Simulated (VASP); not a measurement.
Wanted: the native input for a VASP 6.6.1 run.

```yaml
Task: relaxation of cell and atoms
Functional: LDA
Potentials_or_basis: VASP PAW LDA potentials, release 64 (La)
Cutoff: 600 eV
k_mesh: 14 × 14 × 14
Occupations: fermi-dirac, width 0.05 eV
Spin: no spin polarisation
Dipole_correction: no
Further_INCAR_settings: ALGO = Normal; EDIFF = 1e-06; IBRION = 2; EDIFFG = -0.005; NSW = 60; ISIF = 3
```

The structure of La lies in POSCAR:

```
La
1.0
   -2.0084641287      2.0084641287      2.0084641287
    2.0084641287     -2.0084641287      2.0084641287
    2.0084641287      2.0084641287     -2.0084641287
La
1
Direct
    0.0000000000      0.0000000000      0.0000000000
```

One way to write it, as run:

INCAR

```
ALGO = Normal
EDIFF = 1E-6
EDIFFG = -0.005
ENCUT = 600
IBRION = 2
ISIF = 3
ISMEAR = -1
LASPH = T
LCHARG = F
LREAL = F
LWAVE = F
NELM = 60
NSW = 60
PREC = Accurate
SIGMA = 0.05
```

KPOINTS

```
k-points
0
Gamma
  14 14 14
```

Potentials or basis: VASP PAW LDA potentials, release 64 (La).

Command:

```sh
$ cat potpaw_LDA.64/La/POTCAR > POTCAR
$ mpirun -np 1 vasp_std > vasp.out
```

It gave:

```json
{
 "Relaxed volume": "33.06 Å³/atom",
 "Relaxed cell": "a = 3.502 Å, b = 3.502 Å, c = 3.502 Å, α = 109.47°, β = 109.47°, γ = 109.47°",
 "Space group after relaxing (to 0.05 Å)": "Im-3m (No. 229)",
 "Energy gained by relaxing": "1.3 meV/atom",
 "Ionic steps": "3",
 "Pressure after relaxing": "0.0 GPa"
}
```

Wall time 110 s on 1 thread of Intel Xeon 8259CL (shared host), peak memory 0.19 GiB.
